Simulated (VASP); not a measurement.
Write the native input for VASP 6.6.1 that does the following.

| Item | Value |
| --- | --- |
| Task | single point |
| Functional | PBE |
| Potentials or basis | VASP PAW PBE potentials, release 64 (Hf_pv, O) |
| Cutoff | 520 eV |
| k mesh | 6 × 6 × 4 |
| Occupations | gaussian, width 0.05 eV |
| Spin | no spin polarisation |
| Dipole correction | no |
| Further INCAR settings | ALGO = Normal; EDIFF = 1e-06; NBANDS = 31 |

The structure of HfO2 lies in POSCAR:

```
HfO2
1.0
    3.6043047991      0.0000000000      0.0000000000
    0.0000000000      3.6043047991      0.0000000000
    0.0000000000      0.0000000000      5.2639673039
Hf O
2 4
Direct
    0.5000000000      0.5000000000      0.5000000000
    0.0000000000      0.0000000000      0.0000000000
    0.0000000000      0.5000000000      0.7502433286
    0.5000000000      0.0000000000      0.7497566714
    0.5000000000      0.0000000000      0.2497566714
    0.0000000000      0.5000000000      0.2502433286
```

This cell differs from its parent crystal: mode 10 (309.8 1/cm) frozen in, largest displacement -0.300 Å.

The input as run:

INCAR

```
SYSTEM = HfO2
PREC     = Accurate       ! precision mode
ENCUT    = 520            ! plane-wave cutoff, eV
EDIFF    = 1E-6           ! SCF threshold, eV
ISMEAR   = 0              ! smearing method
SIGMA    = 0.05           ! smearing width, eV
LREAL    = .False.        ! projectors in reciprocal space
LASPH    = .True.         ! aspherical terms in the spheres
NELM     = 60             ! most SCF steps
ALGO     = Normal         ! electronic algorithm
ISIF     = 2              ! what is computed and relaxed
LWAVE    = .False.        ! write WAVECAR
LCHARG   = .False.        ! write CHGCAR
GGA      = PE             ! functional
NBANDS   = 31             ! bands
```

KPOINTS

```
Automatic mesh
0
Gamma
  6 6 4
  0 0 0
```

Potentials or basis: VASP PAW PBE potentials, release 64 (Hf_pv, O).

Command:

```console
$ cat potpaw_PBE.64/Hf_pv/POTCAR potpaw_PBE.64/O/POTCAR > POTCAR
$ mpirun -np 1 vasp_std > vasp.out
```

It gave:

- Pressure: -10.7 GPa
- Largest force: 0.006 eV/Å
- Band gap on the k mesh: 3.43 eV

Caveat: the cell differs from its parent crystal (mode 10 (309.8 1/cm) frozen in, largest displacement -0.300 Å); spin-orbit coupling is left out, which moves the levels of the heavy elements.

Wall time 42 s on 1 thread of Intel(R) Xeon(R) Platinum 8488C (Sapphire Rapids), on a shared host, peak memory 0.2 GiB.
